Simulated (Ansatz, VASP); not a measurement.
## Hf in VASP and in Ansatz

File INCAR:

```
SYSTEM = Hf
PREC     = Accurate       ! precision mode
ENCUT    = 520            ! plane-wave cutoff, eV
EDIFF    = 1E-6           ! SCF threshold, eV
ISMEAR   = 0              ! smearing method
SIGMA    = 0.15           ! smearing width, eV
LREAL    = .FALSE.        ! projectors in reciprocal space
LASPH    = .TRUE.         ! aspherical terms in the spheres
NELM     = 80             ! most SCF steps
ALGO     = Fast           ! electronic algorithm
ISIF     = 2              ! what is computed and relaxed
LWAVE    = .FALSE.        ! write WAVECAR
LCHARG   = .FALSE.        ! write CHGCAR
GGA      = PS             ! functional
NBANDS   = 11             ! bands
```

KPOINTS

```
Automatic mesh
0
G
  18 18 18
  0 0 0
```

Contents of POSCAR:

```
Hf
1.0
    0.0000000000      2.3976000000      2.1312000000
    2.3976000000      0.0000000000      2.1312000000
    2.3976000000      2.3976000000      0.0000000000
Hf
1
Direct
    0.0000000000      0.0000000000      0.0000000000
```

Input for Ansatz:

```yaml
crystal:
  lattice:
    - [0.0, 2.3976, 2.1312]
    - [2.3976, 0.0, 2.1312]
    - [2.3976, 2.3976, 0.0]
  atoms:
    - { symbol: Hf, position: [0.0, 0.0, 0.0] }
basis:
  ecutwfc: 420
kpoints:
  mp_grid: { grid: [18, 18, 18] }
hamiltonian:
  xc: pbesol
scf:
  occupations: { method: gaussian, width: 0.15 }
output:
  forces: true
  stress: true
  eigenvalues: true
```

Change from the starting cell: strain +0.080 along x and y, -0.040 along z, atoms carried along.

Alike in both runs: task single point; functional PBEsol; k mesh 18 × 18 × 18; occupations gaussian, width 0.15 eV; no spin polarisation.

|  | VASP | Ansatz |
| --- | --- | --- |
| version | VASP 6.6.1 | Ansatz 0.2.0 |
| potentials or method | VASP PAW PBE potentials, release 64 (Hf_pv), cutoff 520 eV | scalar-relativistic, plane waves, PAW |
| valence electrons in the cell | 10 | 26 |

VASP gave:

* gap on the k mesh at the Fermi level (eV): none
* pressure (GPa): -11.5
* traceless stress, the component that is largest in VASP (GPa): 2.96

Problem. Which values does Ansatz return?

Solution. gap on the k mesh at the Fermi level (eV): none; pressure (GPa): -11.1; traceless stress, the component that is largest in VASP (GPa): 2.94.

VASP's potentials were made for PBE, not for PBEsol. A gap of «none» marks a metal or a gap that the smearing closes. VASP's potentials hold 10 valence electrons a cell and Ansatz's 26, so a difference there can come from the potentials and not from the codes.

Neither program's run includes spin-orbit coupling.
